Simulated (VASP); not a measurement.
Wanted: the native input for a VASP 6.6.1 run.

```
Task                   : single point
Functional             : PBE
Potentials or basis    : VASP PAW PBE potentials, release 64 (In_d, O)
Cutoff                 : 520 eV
k mesh                 : 12 × 12 × 2
Occupations            : gaussian, width 0.03 eV
Spin                   : no spin polarisation
Dipole correction      : no
Further INCAR settings : ALGO = Normal; EDIFF = 1e-06; NBANDS = 27
```

The structure of InO lies in POSCAR:

```
InO
1.0
    3.1773246972      0.0000000000      0.0000000000
   -1.5886623486      2.7516439038      0.0000000000
    0.0000000000      0.0000000000     15.2420160000
In O
2 2
Direct
    0.6666666667      0.3333333333      0.5900210000
    0.6666666667      0.3333333333      0.4099790000
    0.0000000000      0.0000000000      0.6398670000
    0.0000000000      0.0000000000      0.3601330000
```

This cell differs from its parent crystal: strain -0.080 along x and y, -0.040 along z.

These files were run (other wordings do the same):

INCAR

```
SYSTEM = InO
ALGO     = Normal         ! electronic algorithm
EDIFF    = 1E-6           ! SCF threshold, eV
ENCUT    = 520            ! plane-wave cutoff, eV
GGA      = PE             ! functional
ISIF     = 2              ! what is computed and relaxed
ISMEAR   = 0              ! smearing method
LASPH    = .TRUE.         ! aspherical terms in the spheres
LCHARG   = .FALSE.        ! write CHGCAR
LREAL    = .FALSE.        ! projectors in reciprocal space
LWAVE    = .FALSE.        ! write WAVECAR
NBANDS   = 27             ! bands
NELM     = 80             ! most SCF steps
PREC     = Accurate       ! precision mode
SIGMA    = 0.03           ! smearing width, eV
```

KPOINTS

```
k-points
0
G
  12 12 2
  0 0 0
```

Potentials or basis: VASP PAW PBE potentials, release 64 (In_d, O).

The run is started by

```bash
$ cat potpaw_PBE.64/In_d/POTCAR potpaw_PBE.64/O/POTCAR > POTCAR
$ mpirun -np 1 vasp_std > vasp.out
```

It gave:

```yaml
Largest_force: 2.591 eV/Å
Band_gap_on_the_k_mesh: 0.44 eV (least direct gap 1.89 eV)
```

Caveat: the cell differs from its parent crystal (strain -0.080 along x and y, -0.040 along z); there is no dipole correction, which matters where the two faces differ; semilocal functionals underestimate gaps, and a narrow one can read as zero; spin-orbit coupling is left out, which moves the levels of the heavy elements.

Wall time 4 min on 1 thread of Intel Xeon 8259CL, with other jobs on the host, peak memory 0.3 GiB.
